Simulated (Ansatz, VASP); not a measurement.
**One calculation of ZrN, two programs**

```
Zr N
1.0
     0.00000    2.30000    2.30000
     2.30000    0.00000    2.30000
     2.30000    2.30000    0.00000
Zr N
1 1
Direct
  0.50000 0.50000 0.50000
  0.00000 0.00000 0.00000
```

Alike in both runs: task relaxation of cell and atoms; functional PBEsol; k mesh 11 × 11 × 11; occupations fermi-dirac, width 0.15 eV; no spin polarisation.

|  | VASP | Ansatz |
| --- | --- | --- |
| version | VASP 6.6.1 | Ansatz 0.2.0 |
| potentials or method | VASP PAW PBE potentials, release 64 (Zr_sv, N), cutoff 600 eV | plane waves, PAW |
| valence electrons in the cell | 17 | 17 |

```tsv
	VASP	Ansatz	Ansatz less VASP
relaxed volume (Å³/atom)	11.82	11.80	-0.016
relaxed length of the cell vector where the two differ most in proportion (Å)	3.221	3.220	-0.0014
```

VASP's potentials were made for PBE, not for PBEsol.
